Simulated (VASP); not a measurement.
Here is a VASP 6.6.1 calculation.

File INCAR:

```
SYSTEM = CaScBr5
  PREC = Accurate
  ENCUT = 520
  EDIFF = 1E-6
  ISMEAR = -1
  SIGMA = 0.05
  LREAL = .False.
  LASPH = .True.
  NELM = 100
  ALGO = Normal
  ISIF = 2
  LWAVE = .False.
  LCHARG = .False.
  GGA = PS
  NBANDS = 37
```

File KPOINTS:

```
regular mesh
0
Gamma
  4 4 2
  0 0 0
```

The input POSCAR:

```
CaScBr5
1.0
    7.3422658373      0.2876628815      1.6115998587
    0.2904432336      7.1037981322      0.4960145305
    2.4758047782      0.7353190731      6.9067573687
Ca Sc Br
1 1 5
Direct
    0.0392639757      0.2127526003      0.6004423264
    0.2504337642      0.2065918224     -0.0143794177
    0.0014609753     -0.0075090716     -0.0178329172
    0.6302379557      0.1226633180      0.7165364422
    0.2460516088      0.4589614782      0.6840472589
    0.2591630229     -0.0306179200      0.2952246690
    0.1096832182      0.4671091404      0.2265728993
```

Potentials or basis: VASP PAW PBE potentials, release 64 (Ca_sv, Sc_sv, Br).

The run is started by

```console
$ cat potpaw_PBE.64/Ca_sv/POTCAR potpaw_PBE.64/Sc_sv/POTCAR potpaw_PBE.64/Br/POTCAR > POTCAR
$ mpirun -np 1 vasp_std > vasp.out
```

(1) Estimate the band gap on the k mesh.

(2) Predict the pressure.

Results:

(1) 3.45 eV.

(2) 0.1 GPa.

Caveat: the k points lie up to 0.43 Å⁻¹ apart; the PAW data sets were made with another functional, which shifts forces and pressure a little.
